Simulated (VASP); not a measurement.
A run of VASP 6.6.1 is set up as follows.

Contents of INCAR:

```
  PREC = Accurate
  ENCUT = 600
  EDIFF = 1E-6
  ISMEAR = 0
  SIGMA = 0.01
  LREAL = F
  LASPH = T
  NELM = 120
  ALGO = Normal
  ISIF = 2
  LWAVE = F
  LCHARG = T
  LELF = T
  LVHAR = T
  NBANDS = 16
  GGA_COMPAT = F
```

The input KPOINTS:

```
regular mesh
0
Gamma
  6 6 6
```

POSCAR

```
CuI
1.0
    0.0000000000      3.0909562712      3.0909562712
    3.0909562712      0.0000000000      3.0909562712
    3.0909562712      3.0909562712      0.0000000000
Cu I
1 1
Direct
    0.2500000000      0.2500000000      0.2500000000
    0.0000000000      0.0000000000      0.0000000000
```

Potentials or basis: VASP PAW LDA potentials, release 64 (Cu, I).

Run with:

```bash
$ cat potpaw_LDA.64/Cu/POTCAR potpaw_LDA.64/I/POTCAR > POTCAR
$ mpirun -np 1 vasp_std > vasp.out
```

Task: What does it give for the pressure?

Result: -5.9 GPa.

Task: Estimate the band gap on the k mesh.

Result: 0.85 eV.

Caveat: the cell stands under tension; spin-orbit coupling is left out, which moves the levels of the heavy elements.
